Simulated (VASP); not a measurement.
Here is a VASP 6.6.1 calculation.

INCAR

```
ALGO = Fast
EDIFF = 1E-6
ENCUT = 520
GGA = PE
ISIF = 2
ISMEAR = 0
IVDW = 12
LASPH = T
LCHARG = F
LREAL = F
LWAVE = F
NBANDS = 14
NELM = 80
PREC = Accurate
SIGMA = 0.15
```

File KPOINTS:

```
k-points
0
Gamma
  18 18 4
```

The input POSCAR:

```
Al
1.0
    2.8144222650      0.0000000000      0.0000000000
   -1.4072111325      2.4373611785      0.0000000000
    0.0000000000      0.0000000000      9.2410470710
Al
4
Direct
    0.0000000000      0.0000000000      0.0000000000
    0.4194920864      0.8389841729      0.1894008065
    0.0000000000      0.0000000000      0.5000000000
    0.6666666667      0.3333333333      0.7500000000
```

Potentials or basis: VASP PAW PBE potentials, release 64 (Al).

The run is started by

```console
$ cat potpaw_PBE.64/Al/POTCAR > POTCAR
$ mpirun -np 1 vasp_std > vasp.out
```

Problem. Predict the band gap on the k mesh.

Solution. Zero (bands 6 and 7 overlap by 4.89 eV).

Problem. Predict the pressure.

Solution. 8.8 GPa.

Problem. Predict the dispersion energy per atom.

Solution. -0.352 eV.

Problem. What does it give for the largest force?

Solution. 5.073 eV/Å.

Stress tensor (GPa, compression positive):
```
 9.43  0.00  0.00
 0.00  1.51 -3.29
 0.00 -3.29 15.50
```

Caveat: the cell differs from its parent crystal (atom 2 (Al) moved by +0.420 Å along [1 2 0] and -0.560 Å along [0 0 1]); the cell stands under pressure; forces of over 1 eV/Å act on the atoms, so gaps and moduli don't describe the material at rest.
